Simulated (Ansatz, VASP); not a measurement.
One calculation of Ga, two programs

```
CELL_PARAMETERS angstrom
2.18792 -3.69134 0.00000
2.18792 3.69134 0.00000
0.00000 0.00000 4.36516
ATOMIC_POSITIONS crystal
Ga 0.84436 0.15564 0.08594
Ga 0.65564 0.34436 0.58594
Ga 0.15564 0.84436 0.91406
Ga 0.34436 0.65564 0.41406
```

Alike in both runs: task single point; functional LDA; k mesh 11 × 11 × 10; occupations fermi-dirac, width 0.1 eV; no spin polarisation.

|  | VASP | Ansatz |
| --- | --- | --- |
| version | VASP 6.6.1 | Ansatz 0.2.0 |
| potentials or method | VASP PAW LDA potentials, release 64 (Ga_d), cutoff 520 eV | plane waves (420 eV) with PAW, scalar-relativistic |
| valence electrons in the cell | 52 | 52 |

|  | VASP | Ansatz | Ansatz less VASP |
| --- | --- | --- | --- |
| pressure (GPa) | 3.3 | 3.1 | -0.26 |
| traceless stress, the component that is largest in VASP (GPa) | 0.25 | 0.22 | -0.031 |

Ansatz warns that its potentials were made for another functional, while VASP's fit it. LDA's correlation is that of Perdew and Zunger in VASP and of Perdew and Wang (1992) in Ansatz.
